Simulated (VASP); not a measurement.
A run of VASP 6.6.1:

INCAR

```
SYSTEM = Al2GaN3
  PREC = Accurate
  ENCUT = 520
  EDIFF = 1E-7
  ISMEAR = 0
  SIGMA = 0.02
  LREAL = .FALSE.
  LASPH = .TRUE.
  NELM = 80
  ALGO = Normal
  ISIF = 2
  LWAVE = .FALSE.
  LCHARG = .FALSE.
  GGA = PS
  NBANDS = 46
```

File KPOINTS:

```
Automatic mesh
0
G
  8 8 4
  0 0 0
```

File POSCAR:

```
Al2GaN3
1.0
    5.6283449230     -1.5365200518      0.0008933543
    5.6283449230      1.5365200518      0.0008933543
   -1.8582887493      0.0000000000      7.0318421665
Al Ga N
4 2 6
Direct
    0.9443066704      0.9443066704      0.3891678736
    0.8890181921      0.8890181921      0.7764546213
    0.2234013176      0.2234013176      0.4444736756
    0.5539535173      0.5539535173      0.1131158250
    0.2769497360      0.2769497360      0.0577614495
    0.6095091132      0.6095091132      0.7218268967
    0.1474143092      0.1474143092      0.1850982166
    0.4815756155      0.4815756155      0.8526737272
    0.8184336225      0.8184336225      0.5149618092
    0.7644474375      0.7644474375      0.9015977150
    0.0954581129      0.0954581129      0.5645823960
    0.4308973558      0.4308973558      0.2430867844
```

Potentials or basis: VASP PAW PBE potentials, release 64 (Al, Ga_d, N).

Command:

```console
$ cat potpaw_PBE.64/Al/POTCAR potpaw_PBE.64/Ga_d/POTCAR potpaw_PBE.64/N/POTCAR > POTCAR
$ mpirun -np 1 vasp_std > vasp.out
```

Hardware: 1 thread of Oxide Virtual Turin-like Processor, with other jobs on the host.

**Question.** Estimate the wall time of this run.

**Answer.** It took 19 min on 1 thread of Oxide Virtual Turin-like Processor, with other jobs on the host, peak memory 0.53 GiB. Counts: scf iterations 16, k points 78.
